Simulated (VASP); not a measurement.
Re:

```
Re
1.0
     2.75983    0.00000    0.00000
    -1.37991    2.39008    0.00000
     0.00000    0.00000    4.45723
Re
2
Direct
  0.33333 0.66667 0.25000
  0.66667 0.33333 0.75000
```

Base run:

| Item | Value |
| --- | --- |
| Program | VASP 6.6.1 |
| Functional | r2SCAN |
| Potentials or basis | VASP PAW PBE potentials, release 64 (Re) |
| Cutoff | 520 eV |
| k mesh | 13 × 13 × 7 |
| Occupations | fermi-dirac, width 0.2 eV |
| Spin | no spin polarisation |

Its results: band gap on the k mesh zero (band 7 reaches 8.87 eV, above the bottom of band 8 at 6.07 eV); pressure 0.7 GPa.

Task: The run is repeated on the same cell with these changes: occupations from fermi-dirac, width 0.2 eV to fermi-dirac, width 0.1 eV. What comes out?

Result: Band gap on the k mesh zero (band 7 reaches 8.87 eV, above the bottom of band 8 at 6.07 eV); pressure 0.1 GPa.

Caveats: the PAW data sets were made with another functional, which shifts forces and pressure a little; spin-orbit coupling is left out, which moves the levels of the heavy elements.
